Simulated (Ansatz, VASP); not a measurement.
## TaSi2: VASP beside Ansatz

```xyz
9
Lattice="4.7839 0.0000 0.0000 -2.3920 4.1430 0.0000 0.0000 0.0000 6.5700" Properties=species:S:1:pos:R:3 pbc="T T T"
Ta   -1.1960    2.0715    2.1900
Ta    1.1960    2.0715    4.3800
Ta    2.3920    0.0000    0.0000
Si    1.1407    0.6586    2.1900
Si   -1.2512    3.4844    4.3800
Si    2.3920    2.8258    0.0000
Si    1.2512    3.4844    2.1900
Si    3.6432    0.6586    4.3800
Si    0.0000    1.3172    0.0000
```

Alike in both runs: task relaxation of cell and atoms; functional BLYP; k mesh 5 × 5 × 3; occupations fermi-dirac, width 0.05 eV; no spin polarisation.

```csv
,VASP,Ansatz
version,VASP 6.6.1,Ansatz 0.2.0
potentials or method,"VASP PAW PBE potentials, release 64 (Ta_sv_GW, Si)",Ansatz PAW
plane-wave cutoff (eV),500,420
valence electrons in the cell,63,63
```

Ansatz gave:

| Property | Result |
| --- | --- |
| gap on the k mesh at the Fermi level, each at its own relaxed structure (eV) | none |
| relaxed volume (Å³/atom) | 15.37 |
| relaxed length of the cell vector where the two differ most in proportion (Å) | 6.626 |

Q: Which values does VASP return?

A: gap on the k mesh at the Fermi level, each at its own relaxed structure (eV): none; relaxed volume (Å³/atom): 15.39; relaxed length of the cell vector where the two differ most in proportion (Å): 6.630.

VASP's potentials were made for PBE, not for BLYP. A gap of «none» marks a metal or a gap that the smearing closes.

Spin-orbit coupling is off throughout. Noted on Ansatz's run: the plane-wave basis is chosen anew once the cell has moved, so the energies of steps on either side of that aren't comparable.
